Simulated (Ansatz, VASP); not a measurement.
CdF2: VASP beside Ansatz

```
CELL_PARAMETERS angstrom
0.00000 2.69400 2.69400
3.09810 0.00000 2.69400
3.09810 2.69400 0.00000
ATOMIC_POSITIONS crystal
Cd 0.00000 0.00000 0.00000
F 0.25000 0.25000 0.25000
F 0.75000 0.75000 0.75000
```

Change from the starting cell: strain +0.1500 x Voigt [1, 0, 0, 0, 0, 0], atoms carried along.

Alike in both runs: task single point; functional r2SCAN; k mesh 8 × 8 × 8; occupations gaussian, width 0.05 eV; no spin polarisation.

|  | VASP | Ansatz |
| --- | --- | --- |
| version | VASP 6.6.1 | Ansatz 0.2.0 |
| potentials or method | VASP PAW PBE potentials, release 64 (Cd, F), cutoff 520 eV | scalar-relativistic, plane waves, PAW |
| valence electrons in the cell | 26 | 34 |

Ansatz gave:

```
gap on the k mesh at the Fermi level (eV)                     : 2.84
least direct gap on the mesh (eV)                             : 3.36
pressure (GPa)                                                : -11.4
traceless stress, the component that is largest in VASP (GPa) : -10.11
```

Estimate VASP's values.

gap on the k mesh at the Fermi level (eV): 2.81; least direct gap on the mesh (eV): 3.32; pressure (GPa): -11.0; traceless stress, the component that is largest in VASP (GPa): -10.00.

VASP's potentials were made for PBE, not for r2SCAN. VASP's potentials hold 26 valence electrons a cell and Ansatz's 34, so a difference there can come from the potentials and not from the codes.
